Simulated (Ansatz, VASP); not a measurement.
TaH: VASP beside Ansatz

File INCAR:

```
ALGO = Normal
EDIFF = 1E-6
ENCUT = 500
GGA = PE
GGA_COMPAT = False
ISIF = 2
ISMEAR = 0
LASPH = True
LCHARG = True
LELF = True
LREAL = False
LVHAR = True
LWAVE = False
NBANDS = 13
NELM = 120
PREC = Accurate
SIGMA = 0.1
```

The input KPOINTS:

```
k-points
0
Gamma
  8 8 8
```

The input POSCAR:

```
TaH
1.0
    0.0000000000      2.1583435675      2.1583435675
    2.1583435675      0.0000000000      2.1583435675
    2.1583435675      2.1583435675      0.0000000000
Ta H
1 1
Direct
    0.0000000000      0.0000000000      0.0000000000
    0.5000000000      0.5000000000      0.5000000000
```

Input for Ansatz:

```yaml
crystal:
  lattice:
    - [0.0, 2.1583435675, 2.1583435675]
    - [2.1583435675, 0.0, 2.1583435675]
    - [2.1583435675, 2.1583435675, 0.0]
  atoms:
    - { symbol: Ta, position: [0.0, 0.0, 0.0] }
    - { symbol: H, position: [0.5, 0.5, 0.5] }
basis:
  ecutwfc: 420
kpoints:
  mp_grid: { grid: [8, 8, 8] }
hamiltonian:
  xc: pbe
scf:
  occupations: { method: gaussian, width: 0.1 }
  lower_state_search: "off"
output:
  forces: true
  stress: true
  eigenvalues: true
```

Change from the starting cell: species swapped into the NaI type (Fm-3m, No. 225).

Alike in both runs: task single point; functional PBE; k mesh 8 × 8 × 8; occupations gaussian, width 0.1 eV; no spin polarisation.

|  | VASP | Ansatz |
| --- | --- | --- |
| version | VASP 6.6.1 | Ansatz 0.2.0 |
| potentials or method | VASP PAW PBE potentials, release 64 (Ta_pv, H), cutoff 500 eV | scalar-relativistic, plane waves, PAW |
| valence electrons in the cell | 12 | 14 |

|  | VASP | Ansatz | Ansatz less VASP |
| --- | --- | --- | --- |
| gap on the k mesh at the Fermi level (eV) | none | none | - |
| pressure (GPa) | -0.9 | -0.9 | -0.07 |

A gap of «none» marks a metal or a gap that the smearing closes. VASP's potentials hold 12 valence electrons a cell and Ansatz's 14, so a difference there can come from the potentials and not from the codes.

Spin-orbit coupling is off throughout.
